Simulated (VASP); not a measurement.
Set up this calculation in VASP 6.6.1, as the native input.

| Quantity | Value |
| --- | --- |
| Task | single point |
| Functional | PBEsol |
| Potentials or basis | VASP PAW PBE potentials, release 64 (C) |
| Cutoff | 520 eV |
| k mesh | 16 × 16 × 16 |
| Occupations | fermi-dirac, width 0.1 eV |
| Spin | no spin polarisation |
| Dipole correction | no |
| Further INCAR settings | ALGO = Normal; EDIFF = 1e-06; NBANDS = 11 |

The structure of C lies in POSCAR:

```
C
1.0
    1.2280287100      0.7090027100      3.3470114500
   -1.2280287100      0.7090027100      3.3470114500
    0.0000000000     -1.4180054100      3.3470114500
C
2
Direct
    0.8359999984      0.8359999984      0.8360000043
    0.1639999993      0.1639999993      0.1640000004
```

One way to write it, as run:

INCAR

```
ALGO = Normal
EDIFF = 1E-6
ENCUT = 520
GGA = PS
ISIF = 2
ISMEAR = -1
LASPH = True
LCHARG = False
LREAL = False
LWAVE = False
NBANDS = 11
NELM = 80
PREC = Accurate
SIGMA = 0.1
```

KPOINTS

```
k-points
0
Gamma
  16 16 16
```

Potentials or basis: VASP PAW PBE potentials, release 64 (C).

Launch:

```console
$ cat potpaw_PBE.64/C/POTCAR > POTCAR
$ mpirun -np 1 vasp_std > vasp.out
```

Results of the run:

- Pressure: 1.8 GPa
- Largest force: 0.869 eV/Å

Caveat: this functional lacks dispersion, which binds the layers, so the pressure and a relaxed spacing across them are unreliable; the PAW data sets were made with another functional, which shifts forces and pressure a little.

It took 70 s on 1 thread of Intel(R) Xeon(R) Platinum 8488C (Sapphire Rapids), with other jobs on the host, peak memory 0.19 GiB.
